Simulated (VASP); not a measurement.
# NiO (Fm-3m) in VASP: settings compared

Aim: see how the results for NiO move with the level of theory and the settings. Levels: PBEsol+U, PBEsol. Tasks: single point, electric field gradients, relaxation of cell and atoms.

All numbers are computed with VASP 6.6.1; they aren't measurements. Logs are shortened: lines on timing, memory, paths and dates and some standing lists are left out, and cuts for length are marked.

## 1. The cell of the first run

It takes space group Fm-3m (No. 225, cubic). The conventional cell has a = 4.200 Å, b = 4.200 Å, c = 4.200 Å, α = 90.00°, β = 90.00°, γ = 90.00°. Within 2.8 Å of Ni (site symmetry m-3m) lie 6 O at 2.10 Å. Within 2.8 Å of O (site symmetry m-3m) lie 6 Ni at 2.10 Å.

## 2. Single point, PBEsol+U, collinear spin, ferromagnetic start

The input, INCAR:

```
  ALGO = Normal
  EDIFF = 1E-6
  ENCUT = 600
  GGA = PS
  GGA_COMPAT = F
  ISIF = 2
  ISMEAR = -1
  ISPIN = 2
  LASPH = T
  LCHARG = F
  LDAU = T
  LDAUJ = 0 0
  LDAUL = 2 -1
  LDAUPRINT = 1
  LDAUTYPE = 2
  LDAUU = 6.2 0
  LMAXMIX = 4
  LORBIT = 11
  LREAL = F
  LWAVE = F
  MAGMOM = 2 0
  NBANDS = 19
  NELM = 200
  PREC = Accurate
  SIGMA = 0.02
```

The input, KPOINTS:

```
k-points
0
Gamma
  9 9 9
```

The input, POSCAR:

```
NiO
1.0
    0.0000000000      2.1002022605      2.1002022605
    2.1002022605      0.0000000000      2.1002022605
    2.1002022605      2.1002022605      0.0000000000
Ni O
1 1
Direct
    0.0000000000      0.0000000000      0.0000000000
    0.5000000000      0.5000000000      0.5000000000
```

Potentials or basis: VASP PAW PBE potentials, release 64 (Ni, O).

Command:

```
> cat potpaw_PBE.64/Ni/POTCAR potpaw_PBE.64/O/POTCAR > POTCAR
> mpirun -np 1 vasp_std > vasp.out
```

OUTCAR:

```text
EDIFF = 1E-6
   ENCUT = 600
   GGA = PS
   ISIF = 2
   ISMEAR = -1
   ISPIN = 2
   LASPH = T
   LORBIT = 11
   LREAL = F
   NELM = 200
   PREC = Accurate

 ion  position               nearest neighbor table
   1  0.000  0.000  0.000-   2 2.10   2 2.10   2 2.10   2 2.10   2 2.10   2 2.10
   2  0.500  0.500  0.500-   1 2.10   1 2.10   1 2.10   1 2.10   1 2.10   1 2.10

  LATTYP: Found a face centered cubic cell.
 ALAT       =     4.2004045210

  Lattice vectors:

 A1 = (   0.0000000000,   2.1002022605,   2.1002022605)
 A2 = (   2.1002022605,   0.0000000000,   2.1002022605)
 A3 = (   2.1002022605,   2.1002022605,   0.0000000000)

Analysis of symmetry for initial positions (statically):
=====================================================================
 Subroutine PRICEL returns:
 Original cell was already a primitive cell.

 Routine SETGRP: Setting up the symmetry group for a
 face centered cubic supercell.

 Subroutine GETGRP returns: Found 48 space group operations
 (whereof 48 operations were pure point group operations)
 out of a pool of 48 trial point group operations.

The static configuration has the point symmetry O_h .

Analysis of symmetry for dynamics (positions and initial velocities):
=====================================================================
 Subroutine PRICEL returns:
 Original cell was already a primitive cell.

 Routine SETGRP: Setting up the symmetry group for a
 face centered cubic supercell.

 Subroutine GETGRP returns: Found 48 space group operations
 (whereof 48 operations were pure point group operations)
 out of a pool of 48 trial point group operations.

The dynamic configuration has the point symmetry O_h .

Analysis of structural, dynamic, and magnetic symmetry:
=====================================================================
 Subroutine PRICEL returns:
 Original cell was already a primitive cell.

 Routine SETGRP: Setting up the symmetry group for a
 face centered cubic supercell.

 Subroutine GETGRP returns: Found 48 space group operations
 (whereof 48 operations were pure point group operations)
 out of a pool of 48 trial point group operations.

The overall configuration has the point symmetry O_h .

 Subroutine INISYM returns: Found 48 space group operations
 (whereof 48 operations are pure point group operations),
 and found     1 'primitive' translations

----------------------------------------------------------------------------------------

                                     Primitive cell

  volume of cell :      18.5274

  direct lattice vectors                    reciprocal lattice vectors
     0.000000000  2.100202261  2.100202261    -0.238072308  0.238072308  0.238072308
     2.100202261  0.000000000  2.100202261     0.238072308 -0.238072308  0.238072308
     2.100202261  2.100202261  0.000000000     0.238072308  0.238072308 -0.238072308

  length of vectors
     2.970134521  2.970134521  2.970134521     0.412353334  0.412353334  0.412353334

  position of ions in fractional coordinates (direct lattice)
     0.000000000  0.000000000  0.000000000
     0.500000000  0.500000000  0.500000000

  ion indices of the primitive-cell ions
   primitive index   ion index
                 1           1
                 2           2

----------------------------------------------------------------------------------------

 KPOINTS: k-points

Automatic generation of k-mesh.
 Grid dimensions read from file:
 generate k-points for:    9    9    9

 Generating k-lattice:

[... 60 lines left out ...]
   NELM   =    200;   NELMIN=  2; NELMDL= -5     # of ELM steps
   EDIFF  = 0.1E-05   stopping-criterion for ELM
   LREAL  =      F    real-space projection
   EDIFFG = 0.1E-04   stopping-criterion for IOM
   NSW    =      0    number of steps for IOM
   IBRION =     -1    ionic relax: 0-MD 1-quasi-New 2-CG
   NFREE  =      0    steps in history (QN), initial steepest desc. (CG)
   ISIF   =      2    stress and relaxation
   ISYM   =      2    0-nonsym 1-usesym 2-fastsym
   POTIM  = 0.5000    time-step for ionic-motion
   TEBEG  =    0.0;   TEEND  =   0.0 temperature during run
   PSTRESS=    0.0 pullay stress
   NELECT =      16.0000    total number of electrons
   NUPDOWN=      -1.0000    fix difference up-down
   EMIN   =  10.00;   EMAX   =-10.00  energy-range for DOS
   EFERMI =   0.00;   METHOD = LEGACY
   ISMEAR =    -1;   SIGMA  =   0.02  broadening in eV -4-tet -1-fermi 0-gaus
   EFERMI_NEDOS =   21; number of points for ismear=-14 and -15
   IALGO  =     38    algorithm
   IMIX   =      4    mixing-type and parameters
     AMIX     =   0.40;   BMIX     =  1.00
     AMIX_MAG =   1.60;   BMIX_MAG =  1.00
  volume/ion in A,a.u.               =       9.26        62.51
  Fermi-wavevector in a.u.,A,eV,Ry     =   1.558991  2.946066 33.068335  2.430454
  Thomas-Fermi vector in A             =   2.662415
   LORBIT       =     11    0 simple, 1 ext, 2 COOP (PROOUT), +10 PAW based schemes
 LDA+U is selected, type is set to LDAUTYPE =  2
   angular momentum for each species LDAUL =     2   -1
   U (eV)           for each species LDAUU =   6.2  0.0
   J (eV)           for each species LDAUJ =   0.0  0.0
   GGA     = PS    functional components
   LHFCALC =     F    Hartree Fock is set to
   AEXX    =    0.0000 exact exchange contribution
   IVDW    =     0    specifies the selected vdW correction
   LEPSILON=     F    determine dielectric tensor
   LRPA    =     F    only Hartree local field effects (RPA)
 spin polarized calculation
  energy-cutoff  :      600.00
  volume of cell :       18.53
 maximum number of plane-waves:       628
   NGX = 11   NGY = 11   NGZ = 11

atom =   1  type =  1  l = 2

 onsite density matrix

spin component  1

  0.9829  0.0000  0.0000  0.0000  0.0000
  0.0000  0.9829 -0.0000  0.0000  0.0000
  0.0000 -0.0000  1.0358 -0.0000 -0.0000
  0.0000  0.0000 -0.0000  0.9829 -0.0000
  0.0000  0.0000 -0.0000 -0.0000  1.0358

spin component  2

  0.9812  0.0000  0.0000  0.0000  0.0000
  0.0000  0.9812 -0.0000  0.0000  0.0000
  0.0000 -0.0000  0.1424 -0.0000 -0.0000
  0.0000  0.0000 -0.0000  0.9812 -0.0000
  0.0000  0.0000 -0.0000 -0.0000  0.1424

 occupancies and eigenvectors

  o =  0.1424  v =  0.0000  0.0000  0.0000  0.0000  0.0000  0.0000 -0.0000 -0.9998 -0.0000 -0.0222      0.0000  0.0000  0.0000  0.0000  0.0000  0.0000  0.0000  0.0000  0.0000  0.0000
  o =  0.1424  v =  0.0000  0.0000  0.0000  0.0000  0.0000  0.0000 -0.0000 -0.0222  0.0000  0.9998      0.0000  0.0000  0.0000  0.0000  0.0000  0.0000  0.0000  0.0000  0.0000  0.0000
  o =  0.9812  v =  0.0000  0.0000  0.0000  0.0000  0.0000  0.0000 -0.3711  0.0000  0.9286  0.0000      0.0000  0.0000  0.0000  0.0000  0.0000  0.0000  0.0000  0.0000  0.0000  0.0000
  o =  0.9812  v =  0.0000  0.0000  0.0000  0.0000  0.0000  0.0000  0.9286 -0.0000  0.3711  0.0000      0.0000  0.0000  0.0000  0.0000  0.0000  0.0000  0.0000  0.0000  0.0000  0.0000
  o =  0.9812  v =  0.0000  0.0000  0.0000  0.0000  0.0000  1.0000  0.0000  0.0000  0.0000  0.0000      0.0000  0.0000  0.0000  0.0000  0.0000  0.0000  0.0000  0.0000  0.0000  0.0000
  o =  0.9829  v =  0.0000  0.8994 -0.0000 -0.4371 -0.0000  0.0000  0.0000  0.0000  0.0000  0.0000      0.0000  0.0000  0.0000  0.0000  0.0000  0.0000  0.0000  0.0000  0.0000  0.0000
  o =  0.9829  v =  0.0000 -0.4371  0.0000 -0.8994 -0.0000  0.0000  0.0000  0.0000  0.0000  0.0000      0.0000  0.0000  0.0000  0.0000  0.0000  0.0000  0.0000  0.0000  0.0000  0.0000
  o =  0.9829  v =  1.0000  0.0000  0.0000  0.0000  0.0000  0.0000  0.0000  0.0000  0.0000  0.0000      0.0000  0.0000  0.0000  0.0000  0.0000  0.0000  0.0000  0.0000  0.0000  0.0000
  o =  1.0358  v =  0.0000 -0.0000 -0.0322  0.0000 -0.9995  0.0000  0.0000  0.0000  0.0000  0.0000      0.0000  0.0000  0.0000  0.0000  0.0000  0.0000  0.0000  0.0000  0.0000  0.0000
  o =  1.0358  v =  0.0000  0.0000  0.9995  0.0000 -0.0322  0.0000  0.0000  0.0000  0.0000  0.0000      0.0000  0.0000  0.0000  0.0000  0.0000  0.0000  0.0000  0.0000  0.0000  0.0000

 number of electron      16.0000011 magnetization       2.0000002

 Free energy of the ion-electron system (eV)
  ---------------------------------------------------
  ext. energy  EPLUGINS =         0.00000000
  ---------------------------------------------------
  free energy    TOTEN  =       -10.96292968 eV

  energy without entropy =      -10.96292968  energy(sigma->0) =      -10.96292968

 E-fermi :   6.8639     XC(G=0): -12.8103

 val. band max:        6.3770960373   @ k =   0.4444   0.0000   0.0000
 cond. band min:       8.7431046503   @ k =   0.0000   0.0000   0.0000
 fundamental gap:      2.3660086130
 Fermi energy:         6.8638688103

 spin component 1

 k-point     1 :       0.0000    0.0000    0.0000
  band No.  band energies     occupation
      1     -12.2868      1.00000
      2       0.3799      1.00000
      3       0.3799      1.00000
      4       1.4542      1.00000
      5       1.4542      1.00000
      6       1.4542      1.00000
[... 1049 lines left out ...]
     18      39.2625      0.00000
     19      43.0252      0.00000

 [... further k-points ...]

------------------------ aborting loop because EDIFF is reached ----------------------------------------

  FORCE on cell =-STRESS in cart. coord.  units (eV):
  Direction    XX          YY          ZZ          XY          YZ          ZX
  --------------------------------------------------------------------------------------
  -------------------------------------------------------------------------------------
  Total       -1.2273005     -1.2273005     -1.2273005      0.0000000      0.0000000      0.0000000
  in kB     -106.1324401   -106.1324401   -106.1324401      0.0000000      0.0000000      0.0000000
  external PRESSURE =    -106.1324401 kB  Pullay stress =       0.0000000 kB

 VOLUME and BASIS-vectors are now :
 -----------------------------------------------------------------------------
  energy-cutoff  :      600.00
  volume of cell :       18.53
      direct lattice vectors                 reciprocal lattice vectors
     0.000000000  2.100202261  2.100202261    -0.238072308  0.238072308  0.238072308
     2.100202261  0.000000000  2.100202261     0.238072308 -0.238072308  0.238072308
     2.100202261  2.100202261  0.000000000     0.238072308  0.238072308 -0.238072308

 POSITION                                       TOTAL-FORCE (eV/Angst)
 -----------------------------------------------------------------------------------
      0.00000      0.00000      0.00000         0.000000      0.000000      0.000000
      2.10020      2.10020      2.10020        -0.000000     -0.000000     -0.000000
 -----------------------------------------------------------------------------------
    total drift:                                0.000000     -0.000000     -0.000000

  FREE ENERGIE OF THE ION-ELECTRON SYSTEM (eV)
  ---------------------------------------------------
  free  energy   TOTEN  =       -10.9629296833 eV

  energy  without entropy=      -10.9629296833  energy(sigma->0) =      -10.96292968

 total charge

# of ion       s       p       d       tot
------------------------------------------
    1        0.343   0.418   8.221   8.982
    2        1.538   3.450   0.000   4.988
--------------------------------------------------
tot          1.881   3.869   8.221  13.971

 magnetization (x)

# of ion       s       p       d       tot
------------------------------------------
    1        0.011   0.013   1.789   1.813
    2        0.018   0.161   0.000   0.178
--------------------------------------------------
tot          0.029   0.174   1.789   1.992
```

Run time: 16 s. Hardware: 1 thread of Intel Xeon Platinum 8559C (Emerald Rapids), shared host; peak memory 0.15 GiB.

What came out:

```
Free energy                                           : -10.9629 eV
Pressure                                              : -10.6 GPa
Band gap on the k mesh                                : 2.37 eV (least direct gap 3.01 eV)
Net moment                                            : 2.00 μB per cell
Site moments                                          : Ni +1.81; O +0.18 μB
Valence electrons inside the program's atomic spheres : Ni 8.98; O 4.99
```

Eigenvalues of the final occupation matrices:
```tsv
site	spin	trace	eigenvalues
site 1 d	1	5.02	0.98 0.98 0.98 1.04 1.04
site 1 d	2	3.23	0.14 0.14 0.98 0.98 0.98
```

Caveat: the cell stands under tension; the PAW data sets were made with another functional, which shifts forces and pressure a little; an odd mesh through Γ misses points on the zone boundary, where band edges can lie; a cell with one magnetic atom can't hold antiferromagnetic order, which such compounds often take. The state reached can hang on the start; a lower one may exist.

[end of part 1 of 3]

The gap in the log of VASP goes by the Fermi energy; the results here count the filled bands.